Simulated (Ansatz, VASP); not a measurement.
## MnSi in VASP and in Ansatz

```
Mn Si
1.0
     0.00000    2.42250    2.42250
     2.42250    0.00000    2.42250
     2.42250    2.42250    0.00000
Mn Si
1 1
Direct
  0.00000 0.00000 0.00000
  0.50000 0.50000 0.50000
```

Alike in both runs: task single point; functional PBE; k mesh 15 × 15 × 15; occupations fermi-dirac, width 0.05 eV; non-collinear spin, spin-orbit coupling.

|  | VASP | Ansatz |
| --- | --- | --- |
| version | VASP 6.6.1 | Ansatz 0.2.0 |
| potentials or method | VASP PAW PBE potentials, release 64 (Mn_pv, Si), cutoff 520 eV | all-electron LAPW |

|  | VASP | Ansatz | Ansatz less VASP |
| --- | --- | --- | --- |
| pressure (GPa) | 0.0 | 0.0 | +0.07 |
| net moment per atom (μB) | 1.24 | 1.24 | +0.002 |

Ansatz ran all-electron here, and VASP with PAW potentials. Ansatz's warnings: stability check not made.
